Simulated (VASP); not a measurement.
Write the native input for VASP 6.6.1 that does the following.

- Task: single point
- Functional: PBE
- Potentials or basis: VASP PAW PBE potentials, release 64 (Na_pv, H)
- Cutoff: 520 eV
- k mesh: 8 × 8 × 8
- Occupations: fermi-dirac, width 0.02 eV
- Spin: no spin polarisation
- Dipole correction: no
- Further INCAR settings: ALGO = Normal; EDIFF = 1e-07; NBANDS = 11

The structure of NaH lies in POSCAR:

```
NaH
1.0
    0.0000000000      2.5377112531      2.6795796369
    2.5377112531      0.0000000000      2.6795796369
    2.5377112531      2.5377112531      0.0000000000
Na H
1 1
Direct
    0.0000000000      0.0000000000      0.0000000000
    0.2500000000      0.2500000000      0.2500000000
```

This cell differs from its parent crystal: epitaxial xy strain -2.3%.

One way to write it, as run:

INCAR

```
ALGO = Normal ; EDIFF = 1E-7
ENCUT = 520 ; GGA = PE
ISIF = 2 ; ISMEAR = -1
LASPH = True ; LCHARG = True
LELF = True ; LREAL = False
LVHAR = True ; LWAVE = False
NBANDS = 11 ; NELM = 100
PREC = Accurate ; SIGMA = 0.02
```

KPOINTS

```
k-points
0
Gamma
  8 8 8
```

Potentials or basis: VASP PAW PBE potentials, release 64 (Na_pv, H).

The run is started by

```bash
$ cat potpaw_PBE.64/Na_pv/POTCAR potpaw_PBE.64/H/POTCAR > POTCAR
$ mpirun -np 1 vasp_std > vasp.out
```

It gave:

```
Pressure               : 0.5 GPa
Band gap on the k mesh : 3.57 eV (least direct gap 4.34 eV)
```

Caveat: the cell differs from its parent crystal (epitaxial xy strain -2.3%); the structure was generated, so it needn't be the stable form of NaH.

It took 26 s on 1 thread of Intel Xeon 8259CL (shared host), peak memory 0.16 GiB.
